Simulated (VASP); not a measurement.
La: single point with LDA

Crystal: La.

```
La
1.0
    -2.13790    2.13790    2.13790
     2.13790   -2.13790    2.13790
     2.13790    2.13790   -2.13790
La
1
Cartesian
  0.0000 0.0000 0.0000
```

This isn't the form of La at room conditions, which is double hcp.

```
Program             : VASP 6.6.1
Task                : single point
Functional          : LDA
Potentials or basis : VASP PAW LDA potentials, release 64 (La)
Cutoff              : 520 eV
k mesh              : 9 × 9 × 9
Occupations         : fermi-dirac, width 0.05 eV
Spin                : no spin polarisation
```

```
Pressure               : -4.2 GPa
Band gap on the k mesh : zero (an odd number of electrons rules out a gap without spin polarisation)
```

Levels at points of the mesh, in eV from the Fermi level:
```
           k point  band 2  band 3  band 4  band 5  band 6  band 7  band 8  band 9
(0.00, 0.00, 0.00)  -15.92  -15.92  -15.92   -3.23    1.26    1.26    1.26    1.40
```

It took 30 s on 1 thread of Intel Xeon 8259CL (shared host), peak memory 0.16 GiB.

Caveat: the cell stands under tension; spin-orbit coupling is left out, which moves the levels of the heavy elements.
